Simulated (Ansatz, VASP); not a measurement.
## CdSe: VASP beside Ansatz

Contents of INCAR:

```
SYSTEM = CdSe
  ALGO = Normal
  EDIFF = 1E-7
  ENCUT = 520
  GGA = PE
  ISIF = 2
  ISMEAR = -1
  LASPH = .True.
  LCHARG = .False.
  LREAL = .False.
  LWAVE = .False.
  NBANDS = 16
  NELM = 80
  PREC = Accurate
  SIGMA = 0.02
```

Contents of KPOINTS:

```
k-points
0
Gamma
  8 8 8
  0 0 0
```

File POSCAR:

```
CdSe
1.0
    0.0176704184      3.0707260341      3.0707260341
    3.0707260341      0.0176704184      3.0707260341
    3.0707260341      3.0707260341      0.0176704184
Cd Se
1 1
Direct
    0.0006243822      0.0006243822      0.0006243822
    0.2493756178      0.2493756178      0.2493756178
```

Input for Ansatz:

```yaml
crystal:
  lattice:
    - [0.0176704184, 3.0707260341, 3.0707260341]
    - [3.0707260341, 0.0176704184, 3.0707260341]
    - [3.0707260341, 3.0707260341, 0.0176704184]
  atoms:
    - { symbol: Cd, position: [0.0006243822, 0.0006243822, 0.0006243822] }
    - { symbol: Se, position: [0.2493756178, 0.2493756178, 0.2493756178] }
kpoints:
  mp_grid: { grid: [8, 8, 8] }
  band_path:
    path:
      - [0.0, 0.0, 0.0]
      - [-0.5, -0.5, 0.0]
      - [-0.375, -0.375, 0.25]
      - [-0.375, 0.0, 0.375]
      - [0.0, 0.0, 0.5]
      - [-0.5, -0.25, 0.25]
    npoints: 1
hamiltonian:
  xc: pbe
scf:
  occupations: { method: fermi_dirac, width: 0.02 }
  n_extra_bands: 4
output:
  forces: true
  stress: true
  eigenvalues: true
```

Change from the starting cell: epitaxial_111 strain -0.5%.

Alike in both runs: task single point; functional PBE; k mesh 8 × 8 × 8; occupations fermi-dirac, width 0.02 eV; no spin polarisation.

```csv
,VASP,Ansatz
version,VASP 6.6.1,Ansatz 0.2.0
potentials or method,"VASP PAW PBE potentials, release 64 (Cd, Se)","plane waves, PAW"
plane-wave cutoff (eV),520,420
valence electrons in the cell,18,36
```

VASP gave:

| Property | Result |
| --- | --- |
| pressure (GPa) | 2.0 |
| traceless stress, the component that is largest in VASP (GPa) | -0.12 |

Q: Which values does Ansatz return?

A: Pressure (GPa): 1.7; traceless stress, the component that is largest in VASP (GPa): -0.12.

The functional is the same, so the differences come from potentials, cutoffs and numerics. VASP's potentials hold 18 valence electrons a cell and Ansatz's 36, so a difference there can come from the potentials and not from the codes.
